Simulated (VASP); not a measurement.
# Al3GaSb4 (P-43m) in VASP: further runs

Runs on Al3GaSb4. Level: PBE. Tasks: single point, relaxation of cell and atoms.

Everything below comes from runs of VASP 6.6.1. Logs are shortened: lines on timing, memory, paths and dates and some standing lists are left out, and cuts for length are marked.

**1. The cell of the first run**

It takes space group P-43m (No. 215, cubic). Conventional cell: a = 6.223 Å, b = 6.223 Å, c = 6.223 Å, α = 90.00°, β = 90.00°, γ = 90.00°. Within 3.6 Å of Al (site symmetry -42m) lie 4 Sb at 2.69 Å. Within 3.6 Å of Ga (site symmetry -43m) lie 4 Sb at 2.70 Å. Sb (site symmetry 3m) has 3 Al at 2.69 Å and 1 Ga at 2.70 Å within 3.6 Å.

**2. Single point, PBE**

Input file INCAR:

```
SYSTEM = Al3GaSb4
PREC = Accurate
ENCUT = 520
EDIFF = 1E-6
ISMEAR = 0
SIGMA = 0.02
LREAL = .False.
LASPH = .True.
NELM = 60
ALGO = Normal
ISIF = 2
LWAVE = .False.
LCHARG = .False.
GGA = PE
NBANDS = 31
```

Input file KPOINTS:

```
regular mesh
0
Gamma
  6 6 6
  0 0 0
```

Input file POSCAR:

```
Al3GaSb4
1.0
    6.2227020962      0.0000000000      0.0000000000
    0.0000000000      6.2227020962      0.0000000000
    0.0000000000      0.0000000000      6.2227020962
Al Ga Sb
3 1 4
Direct
    0.5000000000      0.5000000000      0.0000000000
    0.5000000000      0.0000000000      0.5000000000
    0.0000000000      0.5000000000      0.5000000000
    0.0000000000      0.0000000000      0.0000000000
    0.7499140483      0.7499140483      0.2500859517
    0.7499140483      0.2500859517      0.7499140483
    0.2500859517      0.7499140483      0.7499140483
    0.2500859517      0.2500859517      0.2500859517
```

Potentials or basis: VASP PAW PBE potentials, release 64 (Al, Ga_d, Sb).

Launch:

```sh
> cat potpaw_PBE.64/Al/POTCAR potpaw_PBE.64/Ga_d/POTCAR potpaw_PBE.64/Sb/POTCAR > POTCAR
> mpirun -np 1 vasp_std > vasp.out
```

OUTCAR:

```text
SYSTEM = Al3GaSb4
   PREC = Accurate
   ENCUT = 520
   EDIFF = 1E-6
   ISMEAR = 0
   LREAL = .False.
   LASPH = .True.
   NELM = 60
   ISIF = 2
   GGA = PE

 ion  position               nearest neighbor table
   1  0.500  0.500  0.000-   5 2.69   6 2.69   7 2.69   8 2.69
   2  0.500  0.000  0.500-   5 2.69   6 2.69   7 2.69   8 2.69
   3  0.000  0.500  0.500-   5 2.69   6 2.69   7 2.69   8 2.69
   4  0.000  0.000  0.000-   5 2.70   6 2.70   7 2.70   8 2.70
   5  0.750  0.750  0.250-   1 2.69   2 2.69   3 2.69   4 2.70
   6  0.750  0.250  0.750-   1 2.69   2 2.69   3 2.69   4 2.70
   7  0.250  0.750  0.750-   1 2.69   2 2.69   3 2.69   4 2.70
   8  0.250  0.250  0.250-   1 2.69   2 2.69   3 2.69   4 2.70

  LATTYP: Found a simple cubic cell.
 ALAT       =     6.2227020962

  Lattice vectors:

 A1 = (   6.2227020962,   0.0000000000,   0.0000000000)
 A2 = (   0.0000000000,   6.2227020962,   0.0000000000)
 A3 = (   0.0000000000,   0.0000000000,   6.2227020962)

Analysis of symmetry for initial positions (statically):
=====================================================================
 Subroutine PRICEL returns:
 Original cell was already a primitive cell.

 Routine SETGRP: Setting up the symmetry group for a
 simple cubic supercell.

 Subroutine GETGRP returns: Found 24 space group operations
 (whereof 24 operations were pure point group operations)
 out of a pool of 48 trial point group operations.

The static configuration has the point symmetry T_d .

Analysis of symmetry for dynamics (positions and initial velocities):
=====================================================================
 Subroutine PRICEL returns:
 Original cell was already a primitive cell.

 Routine SETGRP: Setting up the symmetry group for a
 simple cubic supercell.

 Subroutine GETGRP returns: Found 24 space group operations
 (whereof 24 operations were pure point group operations)
 out of a pool of 48 trial point group operations.

The dynamic configuration has the point symmetry T_d .

 Subroutine INISYM returns: Found 24 space group operations
 (whereof 24 operations are pure point group operations),
 and found     1 'primitive' translations

----------------------------------------------------------------------------------------

                                     Primitive cell

  volume of cell :     240.9556

  direct lattice vectors                    reciprocal lattice vectors
     6.222702096  0.000000000  0.000000000     0.160701892  0.000000000  0.000000000
     0.000000000  6.222702096  0.000000000     0.000000000  0.160701892  0.000000000
     0.000000000  0.000000000  6.222702096     0.000000000  0.000000000  0.160701892

  length of vectors
     6.222702096  6.222702096  6.222702096     0.160701892  0.160701892  0.160701892

  position of ions in fractional coordinates (direct lattice)
     0.500000000  0.500000000  0.000000000
     0.500000000  0.000000000  0.500000000
     0.000000000  0.500000000  0.500000000
     0.000000000  0.000000000  0.000000000
     0.749914048  0.749914048  0.250085952
     0.749914048  0.250085952  0.749914048
     0.250085952  0.749914048  0.749914048
     0.250085952  0.250085952  0.250085952

  ion indices of the primitive-cell ions
   primitive index   ion index
                 1           1
                 2           2
                 3           3
                 4           4
                 5           5
                 6           6
                 7           7
                 8           8

----------------------------------------------------------------------------------------

 KPOINTS: regular mesh

Automatic generation of k-mesh.
 Grid dimensions read from file:
 generate k-points for:    6    6    6

 Generating k-lattice:

  Cartesian coordinates                     Fractional coordinates (reciprocal lattice)
     0.026783649  0.000000000  0.000000000     0.166666667  0.000000000  0.000000000
     0.000000000  0.026783649  0.000000000     0.000000000  0.166666667  0.000000000
     0.000000000  0.000000000  0.026783649     0.000000000  0.000000000  0.166666667

  Length of vectors
     0.026783649  0.026783649  0.026783649

  Shift w.r.t. Gamma in fractional coordinates (k-lattice)
     0.000000000  0.000000000  0.000000000

 Subroutine IBZKPT returns following result:
 ===========================================

 Found     20 irreducible k-points:

 Following reciprocal coordinates:
            Coordinates               Weight
  0.000000  0.000000  0.000000      1.000000
  0.166667  0.000000  0.000000      6.000000
  0.333333  0.000000  0.000000      6.000000
  0.500000  0.000000  0.000000      3.000000
  0.166667  0.166667  0.000000     12.000000
  0.333333  0.166667  0.000000     24.000000
[... 12 lines left out ...]
  0.500000  0.500000  0.333333      6.000000
  0.500000  0.500000  0.500000      1.000000
   k-points           NKPTS =     20   k-points in BZ     NKDIM =     20   number of bands    NBANDS=     31
   number of dos      NEDOS =    301   number of ions     NIONS =      8
   total plane-waves  NPLWV = 110592
   dimension x,y,z NGX =    48 NGY =   48 NGZ =   48
   dimension x,y,z NGXF=    96 NGYF=   96 NGZF=   96
   ions per type =               3   1   4
   NGX,Y,Z   is equivalent  to a cutoff of  12.82, 12.82, 12.82 a.u.
   NGXF,Y,Z  is equivalent  to a cutoff of  25.65, 25.65, 25.65 a.u.
 SYSTEM =  Al3GaSb4
   PREC   = accura    normal or accurate (medium, high low for compatibility)
   ISTART =      0    job   : 0-new  1-cont  2-samecut
   ICHARG =      2    charge: 1-file 2-atom 10-const
   ISPIN  =      1    spin polarized calculation?
   LNONCOLLINEAR =      F non collinear calculations
   LSORBIT =      F    spin-orbit coupling
   LASPH  =      T    aspherical Exc in radial PAW
   ENCUT  =  520.0 eV  38.22 Ry    6.18 a.u.  11.57 11.57 11.57*2*pi/ulx,y,z
   NELM   =     60;   NELMIN=  2; NELMDL= -5     # of ELM steps
   EDIFF  = 0.1E-05   stopping-criterion for ELM
   LREAL  =      F    real-space projection
   EDIFFG = 0.1E-04   stopping-criterion for IOM
   NSW    =      0    number of steps for IOM
   IBRION =     -1    ionic relax: 0-MD 1-quasi-New 2-CG
   NFREE  =      0    steps in history (QN), initial steepest desc. (CG)
   ISIF   =      2    stress and relaxation
   ISYM   =      2    0-nonsym 1-usesym 2-fastsym
   POTIM  = 0.5000    time-step for ionic-motion
   TEBEG  =    0.0;   TEEND  =   0.0 temperature during run
   PSTRESS=    0.0 pullay stress
   NELECT =      42.0000    total number of electrons
   NUPDOWN=      -1.0000    fix difference up-down
   EMIN   =  10.00;   EMAX   =-10.00  energy-range for DOS
   EFERMI =   0.00;   METHOD = LEGACY
   ISMEAR =     0;   SIGMA  =   0.02  broadening in eV -4-tet -1-fermi 0-gaus
   EFERMI_NEDOS =   21; number of points for ismear=-14 and -15
   IALGO  =     38    algorithm
   IMIX   =      4    mixing-type and parameters
     AMIX     =   0.40;   BMIX     =  1.00
     AMIX_MAG =   1.60;   BMIX_MAG =  1.00
  volume/ion in A,a.u.               =      30.12       203.26
  Fermi-wavevector in a.u.,A,eV,Ry     =   0.914490  1.728135 11.378441  0.836292
  Thomas-Fermi vector in A             =   2.039123
   LORBIT       =      0    0 simple, 1 ext, 2 COOP (PROOUT), +10 PAW based schemes
   GGA     = PE    functional components
   LHFCALC =     F    Hartree Fock is set to
   AEXX    =    0.0000 exact exchange contribution
   IVDW    =     0    specifies the selected vdW correction
   LEPSILON=     F    determine dielectric tensor
   LRPA    =     F    only Hartree local field effects (RPA)
 non-spin polarized calculation
 Gauss-broadening in eV      SIGMA  =   0.02
  energy-cutoff  :      520.00
  volume of cell :      240.96
 maximum number of plane-waves:      6515
 NGX is ok and might be reduce to    48
   NGX = 23   NGY = 23   NGZ = 23

 number of electron      41.9999985 magnetization

 Free energy of the ion-electron system (eV)
  ---------------------------------------------------
  ext. energy  EPLUGINS =         0.00000000
  ---------------------------------------------------
  free energy    TOTEN  =       -31.99952799 eV

  energy without entropy =      -31.99952799  energy(sigma->0) =      -31.99952799

 E-fermi :   4.5307     XC(G=0):  -8.5827

 val. band max:        4.3951321363   @ k =   0.0000   0.0000   0.0000
 cond. band min:       4.7961768943   @ k =   0.5000   0.5000   0.5000
 fundamental gap:      0.4010447580
 Fermi energy:         4.5307050087

 k-point     1 :       0.0000    0.0000    0.0000
  band No.  band energies     occupation
      1     -10.3430      2.00000
      2     -10.3430      2.00000
      3     -10.3430      2.00000
      4     -10.3041      2.00000
      5     -10.3041      2.00000
      6      -6.2604      2.00000
[... 23 lines left out ...]
     30       7.4049      0.00000
     31       7.4049      0.00000

 k-point     2 :       0.1667    0.0000    0.0000
  band No.  band energies     occupation
      1     -10.3430      2.00000
      2     -10.3430      2.00000
      3     -10.3430      2.00000
      4     -10.3041      2.00000
      5     -10.3040      2.00000
      6      -6.1771      2.00000
[... 23 lines left out ...]
     30       7.7983      0.00000
     31       7.7983      0.00000

 k-point     3 :       0.3333    0.0000    0.0000
  band No.  band energies     occupation
      1     -10.3432      2.00000
      2     -10.3432      2.00000
      3     -10.3432      2.00000
      4     -10.3040      2.00000
      5     -10.3039      2.00000
      6      -5.9327      2.00000
[... 567 lines left out ...]
     30       8.2207      0.00000
     31       8.2636      0.00000

 k-point    20 :       0.5000    0.5000    0.5000
  band No.  band energies     occupation
      1     -10.3438      2.00000
      2     -10.3438      2.00000
      3     -10.3438      2.00000
      4     -10.3036      2.00000
      5     -10.3036      2.00000
      6      -5.0440      2.00000
[... 23 lines left out ...]
     30       8.1039      0.00000
     31       8.1041      0.00000

------------------------ aborting loop because EDIFF is reached ----------------------------------------

  FORCE on cell =-STRESS in cart. coord.  units (eV):
  Direction    XX          YY          ZZ          XY          YZ          ZX
  --------------------------------------------------------------------------------------
  -------------------------------------------------------------------------------------
  Total        0.2260684      0.2260684      0.2260684      0.0000000     -0.0000000      0.0000000
  in kB        1.5031885      1.5031885      1.5031885      0.0000000     -0.0000000      0.0000000
  external PRESSURE =       1.5031885 kB  Pullay stress =       0.0000000 kB

 VOLUME and BASIS-vectors are now :
 -----------------------------------------------------------------------------
  energy-cutoff  :      520.00
  volume of cell :      240.96
      direct lattice vectors                 reciprocal lattice vectors
     6.222702096  0.000000000  0.000000000     0.160701892  0.000000000  0.000000000
     0.000000000  6.222702096  0.000000000     0.000000000  0.160701892  0.000000000
     0.000000000  0.000000000  6.222702096     0.000000000  0.000000000  0.160701892

 POSITION                                       TOTAL-FORCE (eV/Angst)
 -----------------------------------------------------------------------------------
      3.11135      3.11135      0.00000         0.000000      0.000000      0.000000
      3.11135      0.00000      3.11135         0.000000      0.000000      0.000000
      0.00000      3.11135      3.11135         0.000000      0.000000      0.000000
      0.00000      0.00000      0.00000        -0.000000     -0.000000      0.000000
      4.66649      4.66649      1.55621         0.005693      0.005693     -0.005693
      4.66649      1.55621      4.66649         0.005693     -0.005693      0.005693
      1.55621      4.66649      4.66649        -0.005693      0.005693      0.005693
      1.55621      1.55621      1.55621        -0.005693     -0.005693     -0.005693
 -----------------------------------------------------------------------------------
    total drift:                               -0.000000     -0.000000      0.000000

  FREE ENERGIE OF THE ION-ELECTRON SYSTEM (eV)
  ---------------------------------------------------
  free  energy   TOTEN  =       -31.9995279904 eV

  energy  without entropy=      -31.9995279904  energy(sigma->0) =      -31.99952799
```

It took 3.7 min on 1 thread of Intel Xeon 8259CL, shared host; peak memory 0.37 GiB.

What came out:

```yaml
Free_energy: -31.9995 eV
Pressure: 0.2 GPa
Largest_force: 0.010 eV/Å
Band_gap_on_the_k_mesh: 0.40 eV (least direct gap 0.62 eV)
```

Forces on the atoms (eV/Å):
```
Al   0.000  0.000  0.000
Al   0.000  0.000  0.000
Al   0.000  0.000  0.000
Ga   0.000  0.000  0.000
Sb   0.006  0.006 -0.006
Sb   0.006 -0.006  0.006
Sb  -0.006  0.006  0.006
Sb  -0.006 -0.006 -0.006
```

Levels at points of the mesh, in eV from the valence-band top:
```tsv
k point	band 18	band 19	band 20	band 21	band 22	band 23	band 24	band 25
(0.00, 0.00, 0.00)	-2.16	0.00	0.00	0.00	0.62	1.29	1.31	1.31
(0.50, 0.00, 0.00)	-1.41	-1.41	-1.35	-1.35	1.50	1.73	2.83	2.95
(0.50, 0.50, 0.00)	-1.03	-0.97	-0.97	-0.97	2.02	2.41	2.41	2.54
(0.50, 0.50, 0.50)	-0.93	-0.88	-0.88	-0.88	0.40	1.21	1.21	1.21
```

Caveat: spin-orbit coupling is left out, which moves the levels of the heavy elements.

**3. Relaxation of cell and atoms, PBE**

This run uses another cell than the first one, of 30.05 Å³/atom.

Input file INCAR:

```
SYSTEM = Al3GaSb4
PREC = Accurate
ENCUT = 600
EDIFF = 1E-6
ISMEAR = 0
SIGMA = 0.02
LREAL = .FALSE.
LASPH = .TRUE.
NELM = 80
ALGO = Normal
ISIF = 3
LWAVE = .FALSE.
LCHARG = .FALSE.
GGA = PE
IBRION = 2
NSW = 100
EDIFFG = -0.005
```

Input file KPOINTS:

```
regular mesh
0
G
  6 6 6
  0 0 0
```

Input file POSCAR:

```
Al3GaSb4
1.0
    6.2176719498      0.0000000000      0.0000000000
    0.0000000000      6.2176719498      0.0000000000
    0.0000000000      0.0000000000      6.2176719498
Al Ga Sb
3 1 4
Direct
    0.5000000000      0.5000000000      0.0000000000
    0.5000000000      0.0000000000      0.5000000000
    0.0000000000      0.5000000000      0.5000000000
    0.0000000000      0.0000000000      0.0000000000
    0.7499173144      0.7499173144      0.2500826856
    0.7499173144      0.2500826856      0.7499173144
    0.2500826856      0.7499173144      0.7499173144
    0.2500826856      0.2500826856      0.2500826856
```

Potentials or basis: VASP PAW PBE potentials, release 64 (Al, Ga_d, Sb).

Launch:

```sh
> cat potpaw_PBE.64/Al/POTCAR potpaw_PBE.64/Ga_d/POTCAR potpaw_PBE.64/Sb/POTCAR > POTCAR
> mpirun -np 1 vasp_std > vasp.out
```

OUTCAR:

```text
SYSTEM = Al3GaSb4
   PREC = Accurate
   ENCUT = 600
   EDIFF = 1E-6
   ISMEAR = 0
   LREAL = .FALSE.
   LASPH = .TRUE.
   NELM = 80
   ISIF = 3
   GGA = PE
   IBRION = 2
   NSW = 100
   EDIFFG = -0.005

 ion  position               nearest neighbor table
   1  0.500  0.500  0.000-   5 2.69   6 2.69   7 2.69   8 2.69
   2  0.500  0.000  0.500-   5 2.69   6 2.69   7 2.69   8 2.69
   3  0.000  0.500  0.500-   5 2.69   6 2.69   7 2.69   8 2.69
   4  0.000  0.000  0.000-   5 2.69   6 2.69   7 2.69   8 2.69
   5  0.750  0.750  0.250-   1 2.69   2 2.69   3 2.69   4 2.69
   6  0.750  0.250  0.750-   1 2.69   2 2.69   3 2.69   4 2.69
   7  0.250  0.750  0.750-   1 2.69   2 2.69   3 2.69   4 2.69
   8  0.250  0.250  0.250-   1 2.69   2 2.69   3 2.69   4 2.69

  LATTYP: Found a simple cubic cell.
 ALAT       =     6.2176719498

[... 196 lines left out ...]
  -------------------------------------------------------------------------------------
  Total        0.3990984      0.3990984      0.3990984     -0.0000000      0.0000000     -0.0000000
  in kB        2.6601564      2.6601564      2.6601564     -0.0000000      0.0000000     -0.0000000
  external PRESSURE =       2.6601564 kB  Pullay stress =       0.0000000 kB
[... 155 lines left out ...]
--------------------------------------- Ionic step        5  -------------------------------------------

 number of electron      42.0000000 magnetization

 Free energy of the ion-electron system (eV)
  ---------------------------------------------------
  ext. energy  EPLUGINS =         0.00000000
  ---------------------------------------------------
  free energy    TOTEN  =       -32.00001144 eV

  energy without entropy =      -32.00001144  energy(sigma->0) =      -32.00001144

 E-fermi :   4.4574     XC(G=0):  -8.5699

 val. band max:        4.3653072530   @ k =   0.0000   0.0000   0.0000
 cond. band min:       4.7605251673   @ k =   0.5000   0.5000   0.5000
 fundamental gap:      0.3952179143
 Fermi energy:         4.4574434791

 k-point     1 :       0.0000    0.0000    0.0000
  band No.  band energies     occupation
      1     -10.3697      2.00000
      2     -10.3697      2.00000
      3     -10.3697      2.00000
      4     -10.3312      2.00000
      5     -10.3312      2.00000
      6      -6.2722      2.00000
[... 604 lines left out ...]
  FREE ENERGIE OF THE ION-ELECTRON SYSTEM (eV)
  ---------------------------------------------------
  free  energy   TOTEN  =       -32.0000114412 eV

  energy  without entropy=      -32.0000114412  energy(sigma->0) =      -32.00001144

 reached required accuracy - stopping structural energy minimisation
```

OSZICAR:

```text
N       E                     dE             d eps       ncg     rms          rms(c)
DAV:   1     0.255325165662E+03    0.25533E+03   -0.17199E+04  1080   0.160E+03
DAV:   2    -0.450670251072E+01   -0.25983E+03   -0.25436E+03  1184   0.303E+02
DAV:   3    -0.313602789970E+02   -0.26854E+02   -0.26219E+02  1272   0.947E+01
[... 35 lines left out ...]
       N       E                     dE             d eps       ncg     rms          rms(c)
DAV:   1    -0.320000203151E+02   -0.15097E-04   -0.16579E-04  1332   0.130E-01    0.178E-02
DAV:   2    -0.320000128627E+02    0.74525E-05   -0.18749E-05  1364   0.557E-02    0.850E-03
DAV:   3    -0.320000113127E+02    0.15500E-05   -0.37105E-06   960   0.184E-02    0.175E-03
DAV:   4    -0.320000114412E+02   -0.12846E-06   -0.54488E-07   612   0.785E-03
   5 F= -.32000011E+02 E0= -.32000011E+02  d E =-.106228E-02
```

It took 12 min on 1 thread of Intel Xeon 8259CL, shared host; peak memory 0.44 GiB.

Results:

```yaml
Free_energy: -32.0000 eV
Relaxed_volume: 30.22 Å³/atom
Relaxed_cell: a = 6.229 Å, b = 6.229 Å, c = 6.229 Å, α = 90.00°, β = 90.00°, γ = 90.00°
Space_group_after_relaxing_to_0.1_Å: P-43m (No. 215)
Energy_gained_by_relaxing: 0.1 meV/atom
Ionic_steps: 5
Pressure_after_relaxing: 0.0 GPa
Largest_force_after_relaxing: 0.005 eV/Å
Band_gap_on_the_k_mesh: 0.40 eV (least direct gap 0.61 eV)
```

Forces on the atoms (eV/Å):
```
Al   0.000  0.000  0.000
Al   0.000  0.000  0.000
Al   0.000  0.000  0.000
Ga   0.000  0.000  0.000
Sb   0.003  0.003 -0.003
Sb   0.003 -0.003  0.003
Sb  -0.003  0.003  0.003
Sb  -0.003 -0.003 -0.003
```

The path:
```tsv
step	energy change (eV)	largest force (eV/Å)	pressure (GPa)	volume (Å³)
1	0.0000	0.0103	0.27	240.37
2	-0.0009	0.0030	-0.08	242.11
3	-0.0011	0.0048	0.03	241.67
4	-0.0011	0.0043	-0.03	241.79
5	-0.0011	0.0046	-0.01	241.73
```

Final structure:
```yaml
crystal:
  lattice:
    - [6.22940, 0.00000, 0.00000]
    - [0.00000, 6.22940, 0.00000]
    - [0.00000, 0.00000, 6.22940]
  atoms:
    - { symbol: Al, position: [0.50000, 0.50000, 0.00000] }
    - { symbol: Al, position: [0.50000, 0.00000, 0.50000] }
    - { symbol: Al, position: [0.00000, 0.50000, 0.50000] }
    - { symbol: Ga, position: [0.00000, 0.00000, 0.00000] }
    - { symbol: Sb, position: [0.74995, 0.74995, 0.25005] }
    - { symbol: Sb, position: [0.74995, 0.25005, 0.74995] }
    - { symbol: Sb, position: [0.25005, 0.74995, 0.74995] }
    - { symbol: Sb, position: [0.25005, 0.25005, 0.25005] }
```

Levels at points of the mesh, in eV from the valence-band top:
```
           k point  band 19  band 20  band 21  band 22  band 23  band 24
(0.00, 0.00, 0.00)     0.00     0.00     0.00     0.61     1.28     1.32
(0.50, 0.00, 0.00)    -1.40    -1.34    -1.34     1.50     1.74     2.82
(0.50, 0.50, 0.00)    -0.97    -0.96    -0.96     2.01     2.41     2.41
(0.50, 0.50, 0.50)    -0.87    -0.87    -0.87     0.40     1.20     1.20
```

Caveat: spin-orbit coupling is left out, which moves the levels of the heavy elements. A k mesh can miss the band edges.
